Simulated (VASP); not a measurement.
Input of a VASP 6.6.1 run:

The input POSCAR:

```
GaN
1.0
    0.0000000000      2.1352350000      2.1352350000
    2.1352350000      0.0000000000      2.1352350000
    2.1352350000      2.1352350000      0.0000000000
Ga N
1 1
Direct
    0.0000000000      0.0000000000      0.0000000000
    0.5000000000      0.5000000000      0.5000000000
```

INCAR.step1

```
ALGO = Normal
EDIFF = 1E-5
ENCUT = 1460
GGA = PE
GGA_COMPAT = False
ISMEAR = -1
LASPH = True
LCHARG = False
LREAL = False
LSORBIT = True
LWAVE = True
MAGMOM = 0 0 0 0 0 0
NBANDS = 30
NELM = 200
PREC = Accurate
SIGMA = 0.05
```

Contents of INCAR.step2:

```
ALGO = Normal
EDIFF = 1E-6
ENCUT = 1460
GGA_COMPAT = False
ISIF = 2
ISMEAR = -1
ISTART = 1
LASPH = True
LCHARG = True
LMIXTAU = True
LORBIT = 11
LORBMOM = True
LREAL = False
LSORBIT = True
LVHAR = True
LWAVE = False
MAGMOM = 0 0 0 0 0 0
METAGGA = R2SCAN
NBANDS = 30
NELM = 200
PREC = Accurate
SIGMA = 0.05
```

KPOINTS

```
k-points
0
Gamma
  8 8 8
```

Potentials or basis: VASP PAW PBE potentials, release 64 (Ga_d, N_h).

Launch:

```sh
$ cat potpaw_PBE.64/Ga_d/POTCAR potpaw_PBE.64/N_h/POTCAR > POTCAR
$ cp INCAR.step1 INCAR
$ mpirun -np 1 vasp_ncl > vasp.out
$ cp INCAR.step2 INCAR
$ mpirun -np 1 vasp_ncl > vasp.out
```

Estimate the pressure.

-7.5 GPa.

What does it give for the net moment?

0.00 μB per cell.

Moments on the atoms (μB; x, y, z):
```
Ga  0.00 0.00 0.00
N   0.00 0.00 0.00
```

Caveat: the cell stands under tension; the PAW data sets were made with another functional, which shifts forces and pressure a little.
